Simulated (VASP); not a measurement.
Input of a VASP 6.6.1 run:

File INCAR:

```
  ALGO = Fast
  EDIFF = 1E-6
  ENCUT = 520
  GGA = PE
  ISIF = 2
  ISMEAR = 0
  LASPH = True
  LCHARG = False
  LREAL = False
  LWAVE = False
  NBANDS = 12
  NELM = 60
  PREC = Accurate
  SIGMA = 0.15
```

File KPOINTS:

```
k-points
0
Gamma
  18 18 18
```

POSCAR

```
Sc
1.0
   -1.9129114784      1.9172054859      1.7128099863
    1.9214994934     -1.9172054859      1.7223960137
    1.9129114784      1.9172054859     -1.7128099863
Sc
1
Direct
    0.0000000000      0.0000000000      0.0000000000
```

Potentials or basis: VASP PAW PBE potentials, release 64 (Sc_sv).

Run with:

```bash
$ cat potpaw_PBE.64/Sc_sv/POTCAR > POTCAR
$ mpirun -np 1 vasp_std > vasp.out
```

(1) What does it give for the pressure?

(2) Estimate the band gap on the k mesh.

Results:

(1) -0.8 GPa.

(2) zero (an odd number of electrons rules out a gap without spin polarisation).

Caveat: the cell differs from its parent crystal (strain +0.0050 x Voigt [0, 0, 0, 0, 1, 0]).
